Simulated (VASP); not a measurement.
# EuCl3NH3 (Eu(Cl)3(NH3)) in VASP: single point with PBE+U

Aim: the single point of EuCl3NH3 (Eu(Cl)3(NH3)) with PBE+U.

Everything below comes from runs of VASP 6.6.1. Logs are shortened: lines on timing, memory, paths and dates and some standing lists are left out, and cuts for length are marked.

## (1) The cell of the first run

The cell holds a molecule in a box, 8 atoms: a = 12.180 Å, b = 12.180 Å, c = 12.180 Å, α = 90.00°, β = 90.00°, γ = 90.00°.

## (2) Single point, PBE+U, collinear spin, ferromagnetic start

The input, INCAR:

```
SYSTEM = EuH3NCl3
PREC     = Accurate       ! precision mode
ENCUT    = 520            ! plane-wave cutoff, eV
EDIFF    = 1E-6           ! SCF threshold, eV
ISMEAR   = 0              ! smearing method
SIGMA    = 0.01           ! smearing width, eV
LREAL    = .FALSE.        ! projectors in reciprocal space
LASPH    = .TRUE.         ! aspherical terms in the spheres
NELM     = 150            ! most SCF steps
ALGO     = Normal         ! electronic algorithm
ISIF     = 2              ! what is computed and relaxed
LWAVE    = .FALSE.        ! write WAVECAR
LCHARG   = .FALSE.        ! write CHGCAR
ISPIN    = 2              ! spin polarisation
MAGMOM   = 6 0 0 0 0 0 0 0 ! initial moments
LORBIT   = 11             ! projections on sites
LMAXMIX  = 6              ! l up to which the mixer works
LDAU     = .TRUE.         ! DFT+U
LDAUTYPE = 2            
LDAUL    = 3 -1 -1 -1     ! shell
LDAUU    = 5 0 0 0        ! U, eV
LDAUJ    = 0 0 0 0      
LDAUPRINT= 1            
GGA      = PE             ! functional
NBANDS   = 37             ! bands
```

The input, KPOINTS:

```
regular mesh
0
G
  1 1 1
  0 0 0
```

The input, POSCAR:

```
EuH3NCl3
1.0
   12.1800000000      0.0000000000      0.0000000000
    0.0000000000     12.1800000000      0.0000000000
    0.0000000000      0.0000000000     12.1800000000
Eu Cl N H
1 3 1 3
Direct
    0.5383144500      0.4616059100      0.5383144500
    0.6304622300      0.6240344800      0.6304622300
    0.3758850600      0.3694581300      0.6304622300
    0.6304622300      0.3694581300      0.3758850600
    0.4197208500      0.5801995100      0.4197208500
    0.3694581300      0.6304622300      0.4646239700
    0.4646239700      0.6304622300      0.3694581300
    0.3694581300      0.5352963900      0.3694581300
```

Potentials or basis: VASP PAW PBE potentials, release 64 (Eu, Cl, N, H).

Run with:

```console
> cat potpaw_PBE.64/Eu/POTCAR potpaw_PBE.64/Cl/POTCAR potpaw_PBE.64/N/POTCAR potpaw_PBE.64/H/POTCAR > POTCAR
> mpirun -np 1 vasp_gam > vasp.out
```

OUTCAR:

```text
SYSTEM = EuH3NCl3
   PREC = Accurate
   ENCUT = 520
   EDIFF = 1E-6
   ISMEAR = 0
   LREAL = .FALSE.
   LASPH = .TRUE.
   NELM = 150
   ISIF = 2
   ISPIN = 2
   LORBIT = 11
   GGA = PE

 ion  position               nearest neighbor table
   1  0.538  0.462  0.538-   5 2.50   2 2.54   4 2.54   3 2.54
   2  0.630  0.624  0.630-   1 2.54
   3  0.376  0.369  0.630-   1 2.54
   4  0.630  0.369  0.376-   1 2.54
   5  0.420  0.580  0.420-   6 1.02   7 1.02   8 1.02   1 2.50
   6  0.369  0.630  0.465-   5 1.02
   7  0.465  0.630  0.369-   5 1.02
   8  0.369  0.535  0.369-   5 1.02

  LATTYP: Found a simple cubic cell.
 ALAT       =    12.1800000000

  Lattice vectors:

 A1 = (  12.1800000000,   0.0000000000,   0.0000000000)
 A2 = (   0.0000000000,  12.1800000000,   0.0000000000)
 A3 = (   0.0000000000,   0.0000000000,  12.1800000000)

Analysis of symmetry for initial positions (statically):
=====================================================================
 Subroutine PRICEL returns:
 Original cell was already a primitive cell.

 Routine SETGRP: Setting up the symmetry group for a
 simple cubic supercell.

 Subroutine GETGRP returns: Found  6 space group operations
 (whereof  2 operations were pure point group operations)
 out of a pool of 48 trial point group operations.

The static configuration has the point symmetry C_1h.
 The point group associated with its full space group is C_3v.

Analysis of symmetry for dynamics (positions and initial velocities):
=====================================================================
 Subroutine PRICEL returns:
 Original cell was already a primitive cell.

 Routine SETGRP: Setting up the symmetry group for a
 simple cubic supercell.

 Subroutine GETGRP returns: Found  6 space group operations
 (whereof  2 operations were pure point group operations)
 out of a pool of 48 trial point group operations.

The dynamic configuration has the point symmetry C_1h.
 The point group associated with its full space group is C_3v.

Analysis of structural, dynamic, and magnetic symmetry:
=====================================================================
 Subroutine PRICEL returns:
 Original cell was already a primitive cell.

 Routine SETGRP: Setting up the symmetry group for a
 simple cubic supercell.

 Subroutine GETGRP returns: Found  6 space group operations
 (whereof  2 operations were pure point group operations)
 out of a pool of 48 trial point group operations.

The overall configuration has the point symmetry C_1h.
 The point group associated with its full space group is C_3v.

 Subroutine INISYM returns: Found  6 space group operations
 (whereof  2 operations are pure point group operations),
 and found     1 'primitive' translations
[... 146 lines left out ...]
 -0.0021  0.0009  0.0002 -0.0009  0.0054 -0.0019  0.0005
  0.0010 -0.0000 -0.0019 -0.0000 -0.0019  0.0058 -0.0010
  0.0001 -0.0012  0.0021  0.0018  0.0005 -0.0010  0.0052

 occupancies and eigenvectors

  o =  0.0025  v =  0.0000  0.0000  0.0000  0.0000  0.0000  0.0000  0.0000 -0.5634  0.0000 -0.1117  0.7095 -0.1544 -0.0902 -0.3671      0.0000  0.0000  0.0000  0.0000  0.0000  0.0000  0.0000  0.0000  0.0000  0.0000  0.0000  0.0000  0.0000  0.0000
  o =  0.0025  v =  0.0000  0.0000  0.0000  0.0000  0.0000  0.0000  0.0000 -0.2586  0.0000 -0.5195 -0.1837 -0.5085 -0.3485  0.4995      0.0000  0.0000  0.0000  0.0000  0.0000  0.0000  0.0000  0.0000  0.0000  0.0000  0.0000  0.0000  0.0000  0.0000
  o =  0.0040  v =  0.0000  0.0000  0.0000  0.0000  0.0000  0.0000  0.0000  0.1352 -0.0000 -0.5745  0.3509  0.6186  0.1634  0.3452      0.0000  0.0000  0.0000  0.0000  0.0000  0.0000  0.0000  0.0000  0.0000  0.0000  0.0000  0.0000  0.0000  0.0000
  o =  0.0040  v =  0.0000  0.0000  0.0000  0.0000  0.0000  0.0000  0.0000 -0.5139  0.0000  0.2328 -0.0803 -0.0402  0.7144  0.4040      0.0000  0.0000  0.0000  0.0000  0.0000  0.0000  0.0000  0.0000  0.0000  0.0000  0.0000  0.0000  0.0000  0.0000
  o =  0.0065  v =  0.0000  0.0000  0.0000  0.0000  0.0000  0.0000  0.0000  0.3433  0.6591  0.2659  0.4342 -0.2659  0.0000  0.3433      0.0000  0.0000  0.0000  0.0000  0.0000  0.0000  0.0000  0.0000  0.0000  0.0000  0.0000  0.0000  0.0000  0.0000
  o =  0.0101  v =  0.0000  0.0000  0.0000  0.0000  0.0000  0.0000  0.0000  0.3536  0.0000 -0.4564 -0.0000 -0.4564  0.5774 -0.3536      0.0000  0.0000  0.0000  0.0000  0.0000  0.0000  0.0000  0.0000  0.0000  0.0000  0.0000  0.0000  0.0000  0.0000
  o =  0.0118  v =  0.0000  0.0000  0.0000  0.0000  0.0000  0.0000  0.0000 -0.3008  0.7521 -0.2330 -0.3805  0.2330 -0.0000 -0.3008      0.0000  0.0000  0.0000  0.0000  0.0000  0.0000  0.0000  0.0000  0.0000  0.0000  0.0000  0.0000  0.0000  0.0000
  o =  0.2031  v =  0.3536  0.0000 -0.4564  0.0000 -0.4564  0.5774 -0.3536  0.0000  0.0000  0.0000  0.0000  0.0000  0.0000  0.0000      0.0000  0.0000  0.0000  0.0000  0.0000  0.0000  0.0000  0.0000  0.0000  0.0000  0.0000  0.0000  0.0000  0.0000
  o =  0.9918  v =  0.6321  0.0000  0.4213 -0.5963  0.2318  0.1142 -0.0245  0.0000  0.0000  0.0000  0.0000  0.0000  0.0000  0.0000      0.0000  0.0000  0.0000  0.0000  0.0000  0.0000  0.0000  0.0000  0.0000  0.0000  0.0000  0.0000  0.0000  0.0000
  o =  0.9918  v =  0.0987 -0.0000  0.2827  0.5306  0.4513  0.1284 -0.6393  0.0000  0.0000  0.0000  0.0000  0.0000  0.0000  0.0000      0.0000  0.0000  0.0000  0.0000  0.0000  0.0000  0.0000  0.0000  0.0000  0.0000  0.0000  0.0000  0.0000  0.0000
  o =  0.9919  v = -0.2177  0.0000  0.4929 -0.1624 -0.6395 -0.2607 -0.4542  0.0000  0.0000  0.0000  0.0000  0.0000  0.0000  0.0000      0.0000  0.0000  0.0000  0.0000  0.0000  0.0000  0.0000  0.0000  0.0000  0.0000  0.0000  0.0000  0.0000  0.0000
  o =  0.9919  v = -0.4583 -0.0000  0.4078 -0.0561  0.0164  0.7544  0.2261  0.0000  0.0000  0.0000  0.0000  0.0000  0.0000  0.0000      0.0000  0.0000  0.0000  0.0000  0.0000  0.0000  0.0000  0.0000  0.0000  0.0000  0.0000  0.0000  0.0000  0.0000
  o =  0.9928  v = -0.3001 -0.7535 -0.2324 -0.3796  0.2324 -0.0000 -0.3001  0.0000  0.0000  0.0000  0.0000  0.0000  0.0000  0.0000      0.0000  0.0000  0.0000  0.0000  0.0000  0.0000  0.0000  0.0000  0.0000  0.0000  0.0000  0.0000  0.0000  0.0000
  o =  0.9968  v =  0.3439 -0.6575  0.2664  0.4350 -0.2664  0.0000  0.3439  0.0000  0.0000  0.0000  0.0000  0.0000  0.0000  0.0000      0.0000  0.0000  0.0000  0.0000  0.0000  0.0000  0.0000  0.0000  0.0000  0.0000  0.0000  0.0000  0.0000  0.0000

 number of electron      46.0000003 magnetization       5.9999996

 Free energy of the ion-electron system (eV)
  ---------------------------------------------------
  ext. energy  EPLUGINS =         0.00000000
  ---------------------------------------------------
  free energy    TOTEN  =       -42.52769000 eV

  energy without entropy =      -42.52769000  energy(sigma->0) =      -42.52769000

 E-fermi :  -6.6717     XC(G=0):  -1.2486

 val. band max:       -6.7970404251   @ k =   0.0000   0.0000   0.0000
 cond. band min:      -5.8490735899   @ k =   0.0000   0.0000   0.0000
 fundamental gap:      0.9479668352
 Fermi energy:        -6.6716530038

 spin component 1

 k-point     1 :       0.0000    0.0000    0.0000
  band No.  band energies     occupation
      1     -47.1252      1.00000
      2     -25.8517      1.00000
      3     -25.8517      1.00000
      4     -25.3808      1.00000
      5     -22.9565      1.00000
      6     -18.8086      1.00000
[... 27 lines left out ...]
     34       0.2079      0.00000
     35       0.4679      0.00000
 Fermi energy:        -6.6716530038

 spin component 2

 k-point     1 :       0.0000    0.0000    0.0000
  band No.  band energies     occupation
      1     -44.3271      1.00000
      2     -24.0579      1.00000
      3     -24.0579      1.00000
      4     -23.6047      1.00000
      5     -22.5828      1.00000
      6     -18.8642      1.00000
[... 27 lines left out ...]
     34       0.5368      0.00000
     35       0.5418      0.00000
 [bands above 35 left out]

------------------------ aborting loop because EDIFF is reached ----------------------------------------

  FORCE on cell =-STRESS in cart. coord.  units (eV):
  Direction    XX          YY          ZZ          XY          YZ          ZX
  --------------------------------------------------------------------------------------
  -------------------------------------------------------------------------------------
  Total        0.1622515      0.1622515      0.1622515     -0.0378728     -0.0378728      0.0378728
  in kB        0.1438658      0.1438658      0.1438658     -0.0335812     -0.0335812      0.0335812
  external PRESSURE =       0.1438658 kB  Pullay stress =       0.0000000 kB

 VOLUME and BASIS-vectors are now :
 -----------------------------------------------------------------------------
  energy-cutoff  :      520.00
  volume of cell :     1806.93
      direct lattice vectors                 reciprocal lattice vectors
    12.180000000  0.000000000  0.000000000     0.082101806  0.000000000  0.000000000
     0.000000000 12.180000000  0.000000000     0.000000000  0.082101806  0.000000000
     0.000000000  0.000000000 12.180000000     0.000000000  0.000000000  0.082101806

 POSITION                                       TOTAL-FORCE (eV/Angst)
 -----------------------------------------------------------------------------------
      6.55667      5.62236      6.55667         0.068441     -0.068441      0.068441
      7.67903      7.60074      7.67903         0.035772      0.049545      0.035772
      4.57828      4.50000      7.67903        -0.049545     -0.035772      0.035772
      7.67903      4.50000      4.57828         0.035772     -0.035772     -0.049545
      5.11220      7.06683      5.11220        -0.141504      0.141504     -0.141504
      4.50000      7.67903      5.65912         0.017525     -0.017525      0.016014
      5.65912      7.67903      4.50000         0.016014     -0.017525      0.017525
      4.50000      6.51991      4.50000         0.017525     -0.016014      0.017525
 -----------------------------------------------------------------------------------
    total drift:                                0.002952      0.005700      0.002952

  FREE ENERGIE OF THE ION-ELECTRON SYSTEM (eV)
  ---------------------------------------------------
  free  energy   TOTEN  =       -42.5276899959 eV

  energy  without entropy=      -42.5276899959  energy(sigma->0) =      -42.52769000

 total charge

# of ion       s       p       d       f       tot
--------------------------------------------------
    1        2.050   5.732   0.547   6.193  14.523
    2        1.600   3.529   0.000   0.000   5.129
    3        1.600   3.529   0.000   0.000   5.129
    4        1.600   3.529   0.000   0.000   5.129
    5        1.226   2.753   0.000   0.000   3.979
    6        0.631   0.081   0.000   0.000   0.712
    7        0.631   0.081   0.000   0.000   0.712
    8        0.631   0.081   0.000   0.000   0.712
--------------------------------------------------
tot          9.970  19.316   0.547   6.193  36.026

 magnetization (x)

# of ion       s       p       d       f       tot
--------------------------------------------------
    1       -0.008  -0.104   0.078   6.113   6.079
    2       -0.002  -0.069   0.000   0.000  -0.071
    3       -0.002  -0.069   0.000   0.000  -0.071
    4       -0.002  -0.069   0.000   0.000  -0.071
    5       -0.002  -0.007   0.000   0.000  -0.009
    6        0.000  -0.000   0.000   0.000   0.000
    7        0.000  -0.000   0.000   0.000   0.000
    8        0.000  -0.000   0.000   0.000   0.000
--------------------------------------------------
tot         -0.015  -0.319   0.078   6.113   5.857
```

It took 10 min on 1 thread of Intel Xeon 6975P-C (Granite Rapids), shared host; peak memory 2.2 GiB.

Results:

```yaml
Free_energy: -42.5277 eV
Largest_force: 0.245 eV/Å
Gap_between_the_frontier_levels: 0.95 eV
Net_moment: 6.00 μB per cell
Site_moments: Eu +6.08; Cl -0.07; N -0.01; H +0.00 μB
Valence_electrons_inside_the_program's_atomic_spheres: Eu 14.52; Cl 5.13; N 3.98; H 0.71
```

Forces on the atoms (eV/Å):
```
Eu   0.068 -0.068  0.068
Cl   0.036  0.050  0.036
Cl  -0.050 -0.036  0.036
Cl   0.036 -0.036 -0.050
N   -0.142  0.142 -0.142
H    0.018 -0.018  0.016
H    0.016 -0.018  0.018
H    0.018 -0.016  0.018
```

Levels at points of the mesh, in eV from the valence-band top:
Spin up:
```tsv
k point	band 24	band 25	band 26	band 27	band 28	band 29
(0.00, 0.00, 0.00)	-0.03	0.00	0.00	0.95	5.33	5.69
```
Spin down:
```tsv
k point	band 18	band 19	band 20	band 21	band 22	band 23
(0.00, 0.00, 0.00)	-0.08	-0.08	-0.07	5.19	5.34	5.87
```

Eigenvalues of the final occupation matrices:
```csv
site,spin,trace,eigenvalues
site 1 f,1,6.16,0.20 0.99 0.99 0.99 0.99 0.99 1.00
site 1 f,2,0.04,0.00 0.00 0.00 0.00 0.01 0.01 0.01
```

Caveat: spin-orbit coupling is left out, which moves the levels of the heavy elements.
